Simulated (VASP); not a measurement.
**Al3Cu2: single point with PBEsol**

System: Al3Cu2.

```
Al Cu
1.0
     6.89219   -0.18546   -0.06005
    -0.18546    6.97390    0.00678
    -0.06005    0.00678    7.00228
Al Cu
12 8
Direct
  0.63886 0.15550 0.83967
  0.24542 0.89889 0.61397
  0.14032 0.03925 0.94565
  0.50291 0.78949 0.31165
  0.95542 0.43270 0.94992
  0.72091 0.50641 0.64501
  0.92020 0.15696 0.60595
  0.77901 0.86206 0.04499
  0.18603 0.39992 0.42251
  0.15749 0.66806 0.19391
  0.47075 0.31232 0.11946
  0.35089 0.63149 0.86295
  0.92008 0.78313 0.42759
  0.87048 0.16703 0.18261
  0.22456 0.02405 0.28941
  0.00776 0.73742 0.82803
  0.28207 0.29756 0.73331
  0.60029 0.83582 0.67002
  0.83103 0.50642 0.28767
  0.52529 0.18609 0.48236
```

```json
{"Program": "VASP 6.6.1", "Task": "single point", "Functional": "PBEsol", "Potentials or basis": "VASP PAW PBE potentials, release 64 (Al, Cu)", "Cutoff": "400 eV", "k mesh": "1 × 1 × 1, shifted", "Occupations": "fermi-dirac, width 0.0595 eV", "Spin": "no spin polarisation"}
```

```yaml
Pressure: -6.7 GPa
Largest_force: 1.715 eV/Å
```

Forces on the atoms (eV/Å):
```
Al  -0.416  0.271 -0.033
Al   0.357  0.235 -0.430
Al  -0.287  0.462  0.932
Al   1.029  0.169  0.415
Al  -0.241 -1.118  0.137
Al   0.046  0.281 -0.751
Al   0.349 -0.306 -1.096
Al  -0.123 -1.018  0.347
Al  -0.106 -0.835 -0.008
Al  -0.988  1.047 -0.772
Al  -0.209  0.166  0.945
Al   0.492 -0.116 -0.302
Cu  -0.174  1.386  0.995
Cu  -0.122  0.430  0.327
Cu  -0.158  0.434 -0.061
Cu  -0.017  0.361 -0.844
Cu   0.460 -0.567  0.486
Cu   0.426  0.070  0.183
Cu  -0.471 -1.350 -0.340
Cu   0.155 -0.003 -0.131
```

Stress tensor (GPa, compression positive):
```
-14.26  -5.32  -5.82
 -5.32   0.18  -2.15
 -5.82  -2.15  -5.96
```

Levels at points of the mesh, in eV from the Fermi level:
| k point | band 60 | band 61 | band 62 | band 63 | band 64 | band 65 |
| --- | --- | --- | --- | --- | --- | --- |
| (0.25, 0.25, 0.25) | -1.11 | -0.37 | -0.18 | 0.18 | 0.47 | 0.60 |

Wall time 2.4 min on 1 thread of Intel Xeon 8259CL (shared host), peak memory 0.31 GiB.

Caveat: the atoms stand as in a frame of molecular dynamics; the PAW data sets were made with another functional, which shifts forces and pressure a little.
